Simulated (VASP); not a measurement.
# BN (F-43m) in VASP: a series of runs, part 2 of 2

VASP 6.6.1. The steps go on from the part before.

**4. Single point, LDA**

This run uses another cell than the first one, of 5.32 Å³/atom.

INCAR reads:

```
PREC = Accurate
ENCUT = 600
EDIFF = 1E-6
ISMEAR = 0
SIGMA = 0.01
LREAL = False
LASPH = True
NELM = 120
ALGO = Normal
ISIF = 2
LWAVE = False
LCHARG = False
GGA = CA
NBANDS = 11
GGA_COMPAT = False
```

KPOINTS reads:

```
regular mesh
0
Gamma
  12 12 12
```

POSCAR reads:

```
BN
1.0
    0.0000000000      1.7458950000      1.7458950000
    1.7458950000      0.0000000000      1.7458950000
    1.7458950000      1.7458950000      0.0000000000
B N
1 1
Direct
    0.0000000000      0.0000000000      0.0000000000
    0.2500000000      0.2500000000      0.2500000000
```

Potentials or basis: VASP PAW LDA potentials, release 64 (B, N).

Started as:

```sh
cat potpaw_LDA.64/B/POTCAR potpaw_LDA.64/N/POTCAR > POTCAR
mpirun -np 1 vasp_std > vasp.out
```

OUTCAR:

```text
PREC = Accurate
   ENCUT = 600
   EDIFF = 1E-6
   ISMEAR = 0
   LREAL = False
   LASPH = True
   NELM = 120
   ISIF = 2
   GGA = CA

 ion  position               nearest neighbor table
   1  0.000  0.000  0.000-   2 1.51   2 1.51   2 1.51   2 1.51
   2  0.250  0.250  0.250-   1 1.51   1 1.51   1 1.51   1 1.51

  LATTYP: Found a face centered cubic cell.
 ALAT       =     3.4917900000

  Lattice vectors:

 A1 = (   0.0000000000,   1.7458950000,   1.7458950000)
 A2 = (   1.7458950000,   0.0000000000,   1.7458950000)
 A3 = (   1.7458950000,   1.7458950000,   0.0000000000)

Analysis of symmetry for initial positions (statically):
=====================================================================
 Subroutine PRICEL returns:
 Original cell was already a primitive cell.

 Routine SETGRP: Setting up the symmetry group for a
 face centered cubic supercell.

 Subroutine GETGRP returns: Found 24 space group operations
 (whereof 24 operations were pure point group operations)
 out of a pool of 48 trial point group operations.

The static configuration has the point symmetry T_d .

Analysis of symmetry for dynamics (positions and initial velocities):
=====================================================================
 Subroutine PRICEL returns:
 Original cell was already a primitive cell.

 Routine SETGRP: Setting up the symmetry group for a
 face centered cubic supercell.

 Subroutine GETGRP returns: Found 24 space group operations
 (whereof 24 operations were pure point group operations)
 out of a pool of 48 trial point group operations.

The dynamic configuration has the point symmetry T_d .

 Subroutine INISYM returns: Found 24 space group operations
 (whereof 24 operations are pure point group operations),
 and found     1 'primitive' translations

----------------------------------------------------------------------------------------
[... 118 lines left out ...]
   GGA     = CA    functional components
   LHFCALC =     F    Hartree Fock is set to
   AEXX    =    0.0000 exact exchange contribution
   IVDW    =     0    specifies the selected vdW correction
   LEPSILON=     F    determine dielectric tensor
   LRPA    =     F    only Hartree local field effects (RPA)
 non-spin polarized calculation
 Gauss-broadening in eV      SIGMA  =   0.01
  energy-cutoff  :      600.00
  volume of cell :       10.64
 maximum number of plane-waves:       366
   NGX =  9   NGY =  9   NGZ =  9

 number of electron       8.0000000 magnetization

 Free energy of the ion-electron system (eV)
  ---------------------------------------------------
  ext. energy  EPLUGINS =         0.00000000
  ---------------------------------------------------
  free energy    TOTEN  =       -19.32416966 eV

  energy without entropy =      -19.32416966  energy(sigma->0) =      -19.32416966

 E-fermi :   8.8475     XC(G=0): -13.6123

 val. band max:        8.7465880666   @ k =   0.0000   0.0000   0.0000
 cond. band min:      13.2072838186   @ k =   0.5000   0.5000   0.0000
 fundamental gap:      4.4606957521
 Fermi energy:         8.8475397140

 k-point     1 :       0.0000    0.0000    0.0000
  band No.  band energies     occupation
      1     -12.5500      2.00000
      2       8.7466      2.00000
      3       8.7466      2.00000
      4       8.7466      2.00000
      5      17.9214      0.00000
      6      17.9214      0.00000
      7      17.9214      0.00000
      8      20.9272      0.00000
      9      35.2501      0.00000
     10      37.8478      0.00000
     11      37.8478      0.00000
[... 309 lines left out ...]
 k-point    24 :      -0.4167    0.1667    0.0000
  band No.  band energies     occupation
      1      -7.3603      2.00000
      2      -2.1982      2.00000
      3       4.2709      2.00000
      4       5.8838      2.00000
      5      18.4277      0.00000
      6      21.6311      0.00000
      7      22.2821      0.00000
      8      25.6554      0.00000
      9      30.8471      0.00000
     10      35.2599      0.00000
     11      37.3179      0.00000

 [... further k-points ...]

------------------------ aborting loop because EDIFF is reached ----------------------------------------

  FORCE on cell =-STRESS in cart. coord.  units (eV):
  Direction    XX          YY          ZZ          XY          YZ          ZX
  --------------------------------------------------------------------------------------
  -------------------------------------------------------------------------------------
  Total        2.3755616      2.3755616      2.3755616     -0.0000000     -0.0000000      0.0000000
  in kB      357.5958978    357.5958978    357.5958978     -0.0000000     -0.0000000      0.0000000
  external PRESSURE =     357.5958978 kB  Pullay stress =       0.0000000 kB

 VOLUME and BASIS-vectors are now :
 -----------------------------------------------------------------------------
  energy-cutoff  :      600.00
  volume of cell :       10.64
      direct lattice vectors                 reciprocal lattice vectors
     0.000000000  1.745895000  1.745895000    -0.286386066  0.286386066  0.286386066
     1.745895000  0.000000000  1.745895000     0.286386066 -0.286386066  0.286386066
     1.745895000  1.745895000  0.000000000     0.286386066  0.286386066 -0.286386066

 POSITION                                       TOTAL-FORCE (eV/Angst)
 -----------------------------------------------------------------------------------
      0.00000      0.00000      0.00000        -0.000000     -0.000000      0.000000
      0.87295      0.87295      0.87295         0.000000      0.000000     -0.000000
 -----------------------------------------------------------------------------------
    total drift:                               -0.000000     -0.000000     -0.000000

  FREE ENERGIE OF THE ION-ELECTRON SYSTEM (eV)
  ---------------------------------------------------
  free  energy   TOTEN  =       -19.3241696555 eV

  energy  without entropy=      -19.3241696555  energy(sigma->0) =      -19.32416966
```

stdout:

```text
POSCAR found type information on POSCAR B N
 POSCAR found :  2 types and       2 ions
 scaLAPACK will be used
 LDA part: xc-table for (Slater(with rela. corr.)+CA(PZ))
 , standard interpolation
 POSCAR, INCAR and KPOINTS ok, starting setup
 FFT: planning ... GRIDC
 FFT: planning ... GRID_SOFT
 FFT: planning ... GRID
 WAVECAR not read
 entering main loop
```

Wall time 6.4 s (1 thread of Intel Xeon Platinum 8259CL at 2.50GHz (Skylake/Cascade Lake), shared host); peak memory 0.12 GiB.

Results:

- Free energy: -19.3242 eV
- Pressure: 35.8 GPa
- Band gap on the k mesh: 4.46 eV (least direct gap 9.17 eV)

Caveat: the cell stands under pressure.

**5. Single point, LDA**

This run uses another cell than the first one, of 5.24 Å³/atom.

INCAR reads:

```
ALGO = Normal
EDIFF = 1E-6
ENCUT = 600
GGA_COMPAT = False
ISIF = 2
ISMEAR = 0
LASPH = True
LCHARG = True
LELF = True
LREAL = False
LVHAR = True
LWAVE = False
NBANDS = 11
NELM = 120
PREC = Accurate
SIGMA = 0.01
```

KPOINTS reads:

```
k-points
0
Gamma
  12 12 12
```

POSCAR reads:

```
BN
1.0
    0.0000000000      1.7369325000      1.7369325000
    1.7369325000      0.0000000000      1.7369325000
    1.7369325000      1.7369325000      0.0000000000
B N
1 1
Direct
    0.0000000000      0.0000000000      0.0000000000
    0.2500000000      0.2500000000      0.2500000000
```

Started as:

```sh
cat potpaw_LDA.64/B/POTCAR potpaw_LDA.64/N/POTCAR > POTCAR
mpirun -np 1 vasp_std > vasp.out
```

Wall time 6.7 s (1 thread of Intel Xeon Platinum 8259CL at 2.50GHz (Skylake/Cascade Lake), shared host); peak memory 0.12 GiB.

It converged, with:

* Free energy: -19.2830 eV
* Pressure: 44.1 GPa
* Band gap on the k mesh: 4.48 eV (least direct gap 9.25 eV)

Levels at points of the mesh, in eV from the valence-band top:
```tsv
k point	band 2	band 3	band 4	band 5	band 6	band 7
(0.00, 0.00, 0.00)	0.00	0.00	0.00	9.25	9.25	9.25
(0.50, 0.00, 0.00)	-11.86	-2.19	-2.19	11.22	11.22	11.83
(0.50, 0.50, 0.00)	-9.70	-5.55	-5.55	4.48	9.82	19.59
```

Caveat: the cell stands under pressure. A k mesh can miss the band edges.

**6. The runs side by side**

```tsv
cell	gap on the mesh (eV)	pressure (GPa)
a = 2.494 Å, angles 60.0°, 2 atoms	4.43	20.4
a = 2.482 Å, angles 60.0°, 2 atoms	4.44	27.9
a = 2.469 Å, angles 60.0°, 2 atoms	4.46	35.8
a = 2.456 Å, angles 60.0°, 2 atoms	4.48	44.1
```

Alike in all rows: task single point; level LDA; potentials or basis VASP PAW LDA potentials, release 64 (B, N); no spin polarisation; k mesh 12 × 12 × 12; cutoff (eV) 600; smearing gaussian 0.01 eV.

Caveats: the cell stands under pressure.

Absolute energies hang on the potentials; compare differences alone.
